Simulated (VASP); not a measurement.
A run of VASP 6.6.1:

File INCAR:

```
SYSTEM = GaSb
PREC = Accurate
ENCUT = 520
EDIFF = 1E-6
ISMEAR = 0
SIGMA = 0.1
LREAL = .False.
LASPH = .True.
NELM = 150
ALGO = Normal
ISIF = 2
LWAVE = .False.
LCHARG = .False.
ISPIN = 2
MAGMOM = 0 0 0 0 0 0
LORBIT = 11
LDIPOL = .True.
IDIPOL = 3
DIPOL = 0.5 0.5 0.501
GGA = PS
NBANDS = 40
```

KPOINTS

```
Automatic mesh
0
Gamma
  7 7 1
  0 0 0
```

Contents of POSCAR:

```
GaSb
1.0
    4.3212908972      0.0000000000      0.0000000000
    0.0000000000      4.3212908972      0.0000000000
    0.0000000000      0.0000000000     24.6390352422
Sb Ga
3 3
Direct
    0.0000000000      0.5000000000      0.3449810399
    0.5000000000      0.0000000000      0.4689962080
    0.0000000000      0.5000000000      0.5931844155
    0.5000000000      0.5000000000      0.4069886239
    0.0000000000      0.0000000000      0.5303001730
    0.5000000000      0.5000000000      0.6589610033
```

Potentials or basis: VASP PAW PBE potentials, release 64 (Sb, Ga_d).

The run is started by

```console
$ cat potpaw_PBE.64/Sb/POTCAR potpaw_PBE.64/Ga_d/POTCAR > POTCAR
$ mpirun -np 1 vasp_std > vasp.out
```

Hardware: 1 thread of Intel Xeon 8259CL (shared host).

Question: How long does it take, and how much memory?

Answer: Wall time 45 min on 1 thread of Intel Xeon 8259CL, with other jobs on the host, peak memory 0.88 GiB. Counts: scf iterations 27, k points 16.
